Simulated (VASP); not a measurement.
Wanted: the native input for a VASP 6.6.1 run.

```yaml
Task: relaxation of cell and atoms
Functional: PBEsol
Potentials_or_basis: VASP PAW PBE potentials, release 64 (Sn_d, Se)
Cutoff: 600 eV
k_mesh: 6 × 6 × 6
Occupations: fermi-dirac, width 0.02 eV
Spin: no spin polarisation
Dipole_correction: no
Further_INCAR_settings: ALGO = Normal; EDIFF = 1e-06; IBRION = 2; EDIFFG = -0.005; NSW = 80; ISIF = 3
```

The structure of SnSe lies in POSCAR:

```
SnSe
1.0
    0.0000000000      3.0281454309      3.0281454309
    3.0281454309      0.0000000000      3.0281454309
    3.0281454309      3.0281454309      0.0000000000
Sn Se
1 1
Direct
    0.0000000000      0.0000000000      0.0000000000
    0.5000000000      0.5000000000      0.5000000000
```

The input as run:

INCAR

```
PREC = Accurate ; ENCUT = 600
EDIFF = 1E-6 ; ISMEAR = -1
SIGMA = 0.02 ; LREAL = False
LASPH = True ; NELM = 80
ALGO = Normal ; ISIF = 3
LWAVE = False ; LCHARG = False
GGA = PS ; IBRION = 2
NSW = 80 ; EDIFFG = -0.005
```

KPOINTS

```
regular mesh
0
Gamma
  6 6 6
```

Potentials or basis: VASP PAW PBE potentials, release 64 (Sn_d, Se).

Command:

```bash
$ cat potpaw_PBE.64/Sn_d/POTCAR potpaw_PBE.64/Se/POTCAR > POTCAR
$ mpirun -np 1 vasp_std > vasp.out
```

Results of the run:

* Relaxed volume: 26.13 Å³/atom
* Relaxed cell: a = 4.197 Å, b = 4.197 Å, c = 4.197 Å, α = 60.00°, β = 60.00°, γ = 60.00°
* Space group after relaxing (to 0.05 Å): Fm-3m (No. 225)
* Energy gained by relaxing: 16.3 meV/atom
* Ionic steps: 3
* Pressure after relaxing: 0.0 GPa
* Band gap on the k mesh: 0.84 eV, direct

Caveat: the PAW data sets were made with another functional, which shifts forces and pressure a little; spin-orbit coupling is left out, which moves the levels of the heavy elements.

Wall time 19 s on 1 thread of AMD EPYC 9R45 96-Core Processor (Zen 5), with other jobs on the host, peak memory 0.19 GiB.
